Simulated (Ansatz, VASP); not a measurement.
Two plane-wave programs on AlGa3N4

File POSCAR:

```
AlGa3N4
1.0
    4.4653444522      0.0000000000      0.0000000000
    0.0000000000      4.4653444522      0.0000000000
    0.0000000000      0.0000000000      4.4653444522
Al Ga N
1 3 4
Direct
    0.0000000000      0.0000000000      0.0000000000
    0.4920822818      0.5079177182      0.0000000000
    0.4920822818      0.0079177182      0.5000000000
   -0.0079177182      0.5079177182      0.5000000000
    0.7553510553      0.7553510553      0.2446489447
    0.7553510553      0.2446489447      0.7553510553
    0.2446489447      0.7553510553      0.7553510553
    0.2446489447      0.2446489447      0.2446489447
```

File INCAR.step1:

```
SYSTEM = AlGa3N4
PREC = Accurate
ENCUT = 520
ISMEAR = 0
SIGMA = 0.05
LREAL = .False.
LASPH = .True.
NELM = 100
NBANDS = 41
GGA = PE
ALGO = Normal
EDIFF = 1E-4
LWAVE = .True.
LCHARG = .False.
```

The input INCAR.step2:

```
SYSTEM = AlGa3N4
PREC = Accurate
ENCUT = 520
EDIFF = 1E-6
ISMEAR = 0
SIGMA = 0.05
LREAL = .False.
LASPH = .True.
NELM = 100
ALGO = Normal
ISIF = 2
LWAVE = .False.
LCHARG = .False.
METAGGA = R2SCAN
LMIXTAU = .True.
NBANDS = 41
ISTART = 1
```

KPOINTS

```
Automatic mesh
0
Gamma
  6 6 6
  0 0 0
```

Input for Ansatz:

```yaml
crystal:
  lattice:
    - [4.4653444522, 0.0, 0.0]
    - [0.0, 4.4653444522, 0.0]
    - [0.0, 0.0, 4.4653444522]
  atoms:
    - { symbol: Al, position: [0.0, 0.0, 0.0] }
    - { symbol: Ga, position: [0.4920822818, 0.5079177182, 0.0] }
    - { symbol: Ga, position: [0.4920822818, 0.0079177182, 0.5] }
    - { symbol: Ga, position: [-0.0079177182, 0.5079177182, 0.5] }
    - { symbol: "N", position: [0.7553510553, 0.7553510553, 0.2446489447] }
    - { symbol: "N", position: [0.7553510553, 0.2446489447, 0.7553510553] }
    - { symbol: "N", position: [0.2446489447, 0.7553510553, 0.7553510553] }
    - { symbol: "N", position: [0.2446489447, 0.2446489447, 0.2446489447] }
basis:
  ecutwfc: 500
kpoints:
  mp_grid: { grid: [6, 6, 6] }
hamiltonian:
  xc: r2scan
scf:
  occupations: { method: gaussian, width: 0.05 }
output:
  forces: true
  stress: true
  eigenvalues: true
```

Change from the starting cell: all Ga atoms moved -0.050 Å, as atom 2 along Cartesian [1 -1 0].

Alike in both runs: task single point; functional r2SCAN; k mesh 6 × 6 × 6; occupations gaussian, width 0.05 eV; no spin polarisation.

|  | VASP | Ansatz |
| --- | --- | --- |
| version | VASP 6.6.1 | Ansatz 0.2.0 |
| potentials or method | VASP PAW PBE potentials, release 64 (Al, Ga_d, N), cutoff 520 eV | scalar-relativistic, plane waves, PAW |
| valence electrons in the cell | 62 | 62 |

```csv
,VASP,Ansatz,Ansatz less VASP
gap on the k mesh at the Fermi level (eV),2.72,2.72,-0.002
least direct gap on the mesh (eV),2.72,2.72,-0.002
pressure (GPa),1.0,0.2,-0.77
"traceless stress, the component that is largest in VASP (GPa)",1.73,1.65,-0.082
rms of the force components (eV/Å),0.352,0.345,-0.0076
```

VASP's potentials were made for PBE, not for r2SCAN. Atom by atom the forces differ by 0.033 eV/Å (rms over components).
